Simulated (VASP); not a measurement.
# SiC (P6_3mc) in VASP: further runs

The runs below take SiC through single point, relaxation of cell and atoms, with r2SCAN.

Everything below comes from runs of VASP 6.6.1. Logs are shortened: lines on timing, memory, paths and dates and some standing lists are left out, and cuts for length are marked.

## Step 1: The cell of the first run

The structure is hexagonal, space group P6_3mc (No. 186). Conventional cell: a = 3.075 Å, b = 3.075 Å, c = 5.048 Å, α = 90.00°, β = 90.00°, γ = 120.00°. Si (site symmetry 3m) has 4 C at 1.88 to 1.90 Å within 2.5 Å. C (site symmetry 3m) has 4 Si at 1.88 to 1.90 Å within 2.5 Å.

## Step 2: Single point, r2SCAN

Contents of POSCAR:

```
SiC
1.0
    3.0753356281      0.0000000000      0.0000000000
   -1.5376678140      2.6633187791      0.0000000000
    0.0000000000      0.0000000000      5.0482216488
Si C
2 2
Direct
    0.3333333333      0.6666666667      0.0045987975
    0.6666666667      0.3333333333      0.5045987975
    0.3333333333      0.6666666667      0.3804012025
    0.6666666667      0.3333333333      0.8804012025
```

Contents of INCAR.step1:

```
SYSTEM = SiC
PREC     = Accurate       ! precision mode
ENCUT    = 520            ! plane-wave cutoff, eV
ISMEAR   = -1             ! smearing method
SIGMA    = 0.05           ! smearing width, eV
LREAL    = .False.        ! projectors in reciprocal space
LASPH    = .True.         ! aspherical terms in the spheres
NELM     = 100            ! most SCF steps
NBANDS   = 16             ! bands
GGA      = PE             ! functional
ALGO     = Normal         ! electronic algorithm
EDIFF    = 1E-4           ! SCF threshold, eV
LWAVE    = .True.         ! write WAVECAR
LCHARG   = .False.        ! write CHGCAR
```

Contents of INCAR.step2:

```
SYSTEM = SiC
PREC     = Accurate       ! precision mode
ENCUT    = 520            ! plane-wave cutoff, eV
EDIFF    = 1E-7           ! SCF threshold, eV
ISMEAR   = -1             ! smearing method
SIGMA    = 0.05           ! smearing width, eV
LREAL    = .False.        ! projectors in reciprocal space
LASPH    = .True.         ! aspherical terms in the spheres
NELM     = 100            ! most SCF steps
ALGO     = Normal         ! electronic algorithm
ISIF     = 2              ! what is computed and relaxed
LWAVE    = .False.        ! write WAVECAR
LCHARG   = .False.        ! write CHGCAR
METAGGA  = R2SCAN         ! meta-GGA
LMIXTAU  = .True.       
NBANDS   = 16             ! bands
ISTART   = 1
```

Contents of KPOINTS:

```
Automatic mesh
0
Gamma
  16 16 8
  0 0 0
```

Potentials or basis: VASP PAW PBE potentials, release 64 (Si, C).

The run is started by

```sh
$ cat potpaw_PBE.64/Si/POTCAR potpaw_PBE.64/C/POTCAR > POTCAR
$ cp INCAR.step1 INCAR
$ mpirun -np 1 vasp_std > vasp.out
$ cp INCAR.step2 INCAR
$ mpirun -np 1 vasp_std > vasp.out
```

OUTCAR:

```text
SYSTEM = SiC
   PREC = Accurate
   ENCUT = 520
   EDIFF = 1E-7
   ISMEAR = -1
   LREAL = .False.
   LASPH = .True.
   NELM = 100
   ISIF = 2
   METAGGA = R2SCAN
   ISTART = 1

 ion  position               nearest neighbor table
   1  0.333  0.667  0.005-   4 1.88   4 1.88   4 1.88   3 1.90   2 3.09   2 3.09   2 3.09   2 3.09
                             2 3.09   2 3.09
   2  0.667  0.333  0.505-   3 1.88   3 1.88   3 1.88   4 1.90   1 3.09   1 3.09   1 3.09   1 3.09
                             1 3.09   1 3.09
   3  0.333  0.667  0.380-   2 1.88   2 1.88   2 1.88   1 1.90
   4  0.667  0.333  0.880-   1 1.88   1 1.88   1 1.88   2 1.90

  LATTYP: Found a hexagonal cell.
 ALAT       =     3.0753356281
 C/A-ratio  =     1.6415189297

  Lattice vectors:

 A1 = (   3.0753356281,   0.0000000000,   0.0000000000)
 A2 = (  -1.5376678140,   2.6633187791,   0.0000000000)
 A3 = (   0.0000000000,   0.0000000000,   5.0482216488)

Analysis of symmetry for initial positions (statically):
=====================================================================
 Subroutine PRICEL returns:
 Original cell was already a primitive cell.

 Routine SETGRP: Setting up the symmetry group for a
 hexagonal supercell.

 Subroutine GETGRP returns: Found 12 space group operations
 (whereof  6 operations were pure point group operations)
 out of a pool of 24 trial point group operations.

The static configuration has the point symmetry C_3v.
 The point group associated with its full space group is C_6v.

Analysis of symmetry for dynamics (positions and initial velocities):
=====================================================================
 Subroutine PRICEL returns:
 Original cell was already a primitive cell.

 Routine SETGRP: Setting up the symmetry group for a
 hexagonal supercell.

 Subroutine GETGRP returns: Found 12 space group operations
 (whereof  6 operations were pure point group operations)
 out of a pool of 24 trial point group operations.

The dynamic configuration has the point symmetry C_3v.
 The point group associated with its full space group is C_6v.

 Subroutine INISYM returns: Found 12 space group operations
 (whereof  6 operations are pure point group operations),
 and found     1 'primitive' translations

----------------------------------------------------------------------------------------

                                     Primitive cell

  volume of cell :      41.3480
[... 94 lines left out ...]
   LREAL  =      F    real-space projection
   EDIFFG = 0.1E-05   stopping-criterion for IOM
   NSW    =      0    number of steps for IOM
   IBRION =     -1    ionic relax: 0-MD 1-quasi-New 2-CG
   NFREE  =      0    steps in history (QN), initial steepest desc. (CG)
   ISIF   =      2    stress and relaxation
   ISYM   =      2    0-nonsym 1-usesym 2-fastsym
   POTIM  = 0.5000    time-step for ionic-motion
   TEBEG  =    0.0;   TEEND  =   0.0 temperature during run
   PSTRESS=    0.0 pullay stress
   NELECT =      16.0000    total number of electrons
   NUPDOWN=      -1.0000    fix difference up-down
   EMIN   =  10.00;   EMAX   =-10.00  energy-range for DOS
   EFERMI =   0.00;   METHOD = LEGACY
   ISMEAR =    -1;   SIGMA  =   0.05  broadening in eV -4-tet -1-fermi 0-gaus
   EFERMI_NEDOS =   21; number of points for ismear=-14 and -15
   IALGO  =     38    algorithm
   IMIX   =      4    mixing-type and parameters
     AMIX     =   0.40;   BMIX     =  1.00
     AMIX_MAG =   1.60;   BMIX_MAG =  1.00
  volume/ion in A,a.u.               =      10.34        69.76
  Fermi-wavevector in a.u.,A,eV,Ry     =   1.192972  2.254390 19.363559  1.423181
  Thomas-Fermi vector in A             =   2.328997
   LORBIT       =      0    0 simple, 1 ext, 2 COOP (PROOUT), +10 PAW based schemes
   METAGGA = R2SCAN    functional components
   LHFCALC =     F    Hartree Fock is set to
   AEXX    =    0.0000 exact exchange contribution
   IVDW    =     0    specifies the selected vdW correction
   LEPSILON=     F    determine dielectric tensor
   LRPA    =     F    only Hartree local field effects (RPA)
 non-spin polarized calculation
  energy-cutoff  :      520.00
  volume of cell :       41.35
 maximum number of plane-waves:      1126
 NGX is ok and might be reduce to    24
   NGX = 11   NGY = 11   NGZ = 19

 number of electron      15.9999999 magnetization

 Free energy of the ion-electron system (eV)
  ---------------------------------------------------
  ext. energy  EPLUGINS =         0.00000000
  ---------------------------------------------------
  free energy    TOTEN  =       -38.63792143 eV

  energy without entropy =      -38.63792143  energy(sigma->0) =      -38.63792143

 E-fermi :   9.0770     XC(G=0): -11.9291

 val. band max:        8.1456559872   @ k =   0.0000   0.0000   0.0000
 cond. band min:      10.8674165974   @ k =   0.3125   0.3125   0.0000
 fundamental gap:      2.7217606102
 Fermi energy:         9.0769930544

 k-point     1 :       0.0000    0.0000    0.0000
  band No.  band energies     occupation
      1      -8.2092      2.00000
      2      -4.5820      2.00000
      3      -0.8466      2.00000
      4       6.7603      2.00000
      5       6.7603      2.00000
      6       8.0321      2.00000
[... 433 lines left out ...]
      3       0.6904      2.00000
      4       2.0941      2.00000
      5       2.6521      2.00000
      6       3.9312      2.00000
[... 8 lines left out ...]
     15      19.4861      0.00000
     16      20.3612      0.00000

 [... further k-points ...]

------------------------ aborting loop because EDIFF is reached ----------------------------------------

  FORCE on cell =-STRESS in cart. coord.  units (eV):
  Direction    XX          YY          ZZ          XY          YZ          ZX
  --------------------------------------------------------------------------------------
  -------------------------------------------------------------------------------------
  Total       -0.0497303     -0.0497303     -0.0438679     -0.0000000      0.0000000      0.0000000
  in kB       -1.9269811     -1.9269811     -1.6998212     -0.0000000      0.0000000      0.0000000
  external PRESSURE =      -1.8512611 kB  Pullay stress =       0.0000000 kB

 VOLUME and BASIS-vectors are now :
 -----------------------------------------------------------------------------
  energy-cutoff  :      520.00
  volume of cell :       41.35
      direct lattice vectors                 reciprocal lattice vectors
     3.075335628  0.000000000  0.000000000     0.325167761  0.187735694  0.000000000
    -1.537667814  2.663318779  0.000000000     0.000000000  0.375471388  0.000000000
     0.000000000  0.000000000  5.048221649     0.000000000  0.000000000  0.198089559

 POSITION                                       TOTAL-FORCE (eV/Angst)
 -----------------------------------------------------------------------------------
     -0.00000      1.77555      0.02322         0.000000     -0.000000     -0.000066
      1.53767      0.88777      2.54733        -0.000000      0.000000     -0.000066
     -0.00000      1.77555      1.92035         0.000000      0.000000      0.000066
      1.53767      0.88777      4.44446         0.000000     -0.000000      0.000066
 -----------------------------------------------------------------------------------
    total drift:                               -0.000000     -0.000000     -0.000116

  FREE ENERGIE OF THE ION-ELECTRON SYSTEM (eV)
  ---------------------------------------------------
  free  energy   TOTEN  =       -38.6379214321 eV

  energy  without entropy=      -38.6379214320  energy(sigma->0) =      -38.63792143
```

It took 9.4 min on 1 thread of AMD EPYC 7R43 (Zen 3), shared host; peak memory 0.18 GiB.

What came out:

| Quantity | Value |
| --- | --- |
| Free energy | -38.6379 eV |
| Pressure | -0.2 GPa |
| Band gap on the k mesh | 2.72 eV, indirect (least direct gap 4.48 eV) |

Levels at points of the mesh, in eV from the valence-band top:
```
           k point  band 5  band 6  band 7  band 8  band 9  band 10  band 11  band 12
(0.00, 0.00, 0.00)   -1.39   -0.11    0.00    0.00    5.38     6.77     7.19     7.19
(0.50, 0.00, 0.00)   -5.62   -3.48   -3.36   -1.26    3.23     4.66     7.47     7.65
(0.00, 0.00, 0.50)   -0.75   -0.75   -0.75   -0.75    6.50     6.50     7.89     7.89
(0.50, 0.00, 0.50)   -2.56   -2.56   -2.44   -2.44    3.72     3.72     5.79     5.79
```

Caveat: the PAW data sets were made with another functional, which shifts forces and pressure a little.

## Step 3: Relaxation of cell and atoms, r2SCAN, target pressure 10 GPa, at which the enthalpy is minimised

Contents of POSCAR:

```
SiC
1.0
    3.0753356298      0.0000000000      0.0000000000
   -1.5376678149      2.6633187805      0.0000000000
    0.0000000000      0.0000000000      5.0482216486
Si C
2 2
Direct
    0.3333333333      0.6666666667      0.0045987975
    0.6666666667      0.3333333333      0.5045987975
    0.3333333333      0.6666666667      0.3804012025
    0.6666666667      0.3333333333      0.8804012025
```

Contents of INCAR.step1:

```
SYSTEM = SiC
PREC = Accurate ; ENCUT = 600
ISMEAR = 0 ; SIGMA = 0.01
LREAL = .False. ; LASPH = .True.
NELM = 80 ; GGA = PE
ALGO = Normal ; EDIFF = 1E-4
LWAVE = .True. ; LCHARG = .False.
```

Contents of INCAR.step2:

```
SYSTEM = SiC
PREC = Accurate ; ENCUT = 600
EDIFF = 1E-6 ; ISMEAR = 0
SIGMA = 0.01 ; LREAL = .False.
LASPH = .True. ; NELM = 80
ALGO = Normal ; ISIF = 3
LWAVE = .False. ; LCHARG = .False.
METAGGA = R2SCAN ; LMIXTAU = .True.
IBRION = 2 ; NSW = 100
EDIFFG = -0.002 ; PSTRESS = 100.0
ISTART = 1
```

Contents of KPOINTS:

```
Automatic mesh
0
Gamma
  8 8 6
  0 0 0
```

Potentials or basis: VASP PAW PBE potentials, release 64 (Si, C).

The run is started by

```sh
$ cat potpaw_PBE.64/Si/POTCAR potpaw_PBE.64/C/POTCAR > POTCAR
$ cp INCAR.step1 INCAR
$ mpirun -np 1 vasp_std > vasp.out
$ cp INCAR.step2 INCAR
$ mpirun -np 1 vasp_std > vasp.out
```

Run time: 7.4 min. Hardware: 1 thread of AMD EPYC 9R45 (Zen 5), shared host; peak memory 0.15 GiB.

The run converged. Its results:

| Item | Value |
| --- | --- |
| Free energy | -38.5914 eV |
| Relaxed volume | 9.91 Å³/atom |
| Relaxed cell | a = 3.033 Å, b = 3.033 Å, c = 4.976 Å, α = 90.00°, β = 90.00°, γ = 120.00° |
| Space group after relaxing (to 0.05 Å) | P6_3mc (No. 186) |
| Energy change on relaxing (the enthalpy is what falls) | +12.4 meV/atom |
| Ionic steps | 8 |
| Pressure after relaxing | 10.0 GPa |
| Band gap on the k mesh | 2.87 eV, indirect (least direct gap 4.58 eV) |

The path:
| step | energy change (eV) | largest force (eV/Å) | pressure (GPa) | volume (Å³) |
| --- | --- | --- | --- | --- |
| 1 | 0.0000 | 0.0010 | -0.36 | 41.35 |
| 2 | 0.2912 | 0.0173 | 26.53 | 37.48 |
| 3 | 0.0482 | 0.0068 | 9.86 | 39.66 |
| 4 | 0.0503 | 0.0069 | 10.09 | 39.63 |
| 5 | 0.0486 | 0.0148 | 9.89 | 39.66 |
| 6 | 0.0495 | 0.0030 | 10.00 | 39.64 |
| 7 | 0.0495 | 0.0027 | 10.00 | 39.64 |
| 8 | 0.0495 | 0.0003 | 10.00 | 39.64 |

Final structure:
```yaml
crystal:
  lattice:
    - [3.03284, 0.00000, 0.00000]
    - [-1.51642, 2.62652, 0.00000]
    - [0.00000, 0.00000, 4.97628]
  atoms:
    - { symbol: Si, position: [0.33333, 0.66667, 0.00460] }
    - { symbol: Si, position: [0.66667, 0.33333, 0.50460] }
    - { symbol: C, position: [0.33333, 0.66667, 0.38040] }
    - { symbol: C, position: [0.66667, 0.33333, 0.88040] }
```

Levels at points of the mesh, in eV from the valence-band top:
| k point | band 6 | band 7 | band 8 | band 9 | band 10 | band 11 |
| --- | --- | --- | --- | --- | --- | --- |
| (0.00, 0.00, 0.00) | -0.11 | 0.00 | 0.00 | 5.76 | 7.25 | 7.46 |
| (0.50, 0.00, 0.00) | -3.57 | -3.48 | -1.27 | 3.31 | 4.72 | 7.81 |
| (0.00, 0.00, 0.50) | -0.76 | -0.76 | -0.76 | 6.89 | 6.89 | 8.14 |
| (0.50, 0.00, 0.50) | -2.62 | -2.48 | -2.48 | 3.83 | 3.83 | 6.00 |

Caveat: the cell is relaxed towards a set pressure, so the enthalpy falls and the energy may rise; the PAW data sets were made with another functional, which shifts forces and pressure a little.

(Part 1 of 2 ends here.)
